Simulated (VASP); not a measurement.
**GaP: single point with LDA**

The system is GaP.

```
Ga P
1.0
     1.80134    1.04000    7.17592
    -1.80134    1.04000    7.17592
     0.00000   -2.08000    7.17592
Ga P
2 2
Direct
  0.43598 0.43598 0.43598
  0.56402 0.56402 0.56402
  0.05804 0.05804 0.05804
  0.94196 0.94196 0.94196
```

```
Program                : VASP 6.6.1
Task                   : single point
Functional             : LDA
Potentials or basis    : VASP PAW LDA potentials, release 64 (Ga_d, P)
Cutoff                 : 520 eV
k mesh                 : 9 × 9 × 9
Occupations            : gaussian, width 0.05 eV
Spin                   : no spin polarisation
Dipole correction      : no
Further INCAR settings : ALGO = Normal; EDIFF = 1e-06; NBANDS = 26
```

- Pressure: 0.8 GPa
- Largest force: 0.929 eV/Å
- Band gap on the k mesh: zero (bands 18 and 19 overlap by 0.48 eV)

Forces on the atoms (eV/Å):
```
Ga   0.000  0.000  0.518
Ga   0.000  0.000 -0.518
P    0.000  0.000 -0.929
P    0.000  0.000  0.929
```

Stress tensor (GPa, compression positive):
```
  9.41   0.00   0.00
  0.00   9.41   0.00
  0.00   0.00 -16.55
```

Levels at points of the mesh, in eV from the Fermi level:
```
           k point  band 14  band 15  band 16  band 17  band 18  band 19  band 20  band 21  band 22  band 23
(0.00, 0.00, 0.00)    -0.84    -0.83    -0.73    -0.73     0.26     0.26     2.82     3.70     4.57     4.57
```

Wall time 4.8 min on 1 thread of Intel(R) Xeon(R) 6975P-C (Granite Rapids) (shared host), peak memory 0.41 GiB.

Caveat: the stress differs along the axes, from -17 to 9 GPa; semilocal functionals underestimate gaps, and a narrow one can read as zero.
